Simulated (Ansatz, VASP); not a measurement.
H in VASP and in Ansatz

```xyz
4
Lattice="2.6433 -2.6131 0.0000 2.6433 2.6131 0.0000 0.0000 0.0000 4.2542" Properties=species:S:1:pos:R:3 pbc="T T T"
H     2.6433   -2.3250    0.2741
H     2.6433    0.2881    1.8530
H     2.6433   -0.2881    2.4764
H     2.6433    2.3250    3.9049
```

Alike in both runs: task single point; functional PBE; k mesh 6 × 6 × 6; occupations gaussian, width 0.02 eV; no spin polarisation.

```csv
,VASP,Ansatz
version,VASP 6.6.1,Ansatz 0.2.0
potentials or method,"VASP PAW PBE potentials, release 64 (H), cutoff 500 eV","scalar-relativistic, plane waves, PAW"
valence electrons in the cell,4,4
```

VASP gave:

- gap on the k mesh at the Fermi level (eV): 8.33
- least direct gap on the mesh (eV): 8.88
- pressure (GPa): -3.9
- traceless stress, the component that is largest in VASP (GPa): 3.88
- rms of the force components (eV/Å): 1.441

Task: What did Ansatz give for the same quantities?

Result: gap on the k mesh at the Fermi level (eV): 8.34; least direct gap on the mesh (eV): 8.88; pressure (GPa): -3.8; traceless stress, the component that is largest in VASP (GPa): 3.89; rms of the force components (eV/Å): 1.445.

Atom by atom the forces differ by 0.004 eV/Å (rms over components). With one functional, cell and mesh, what is left measures potentials, basis and numerics.
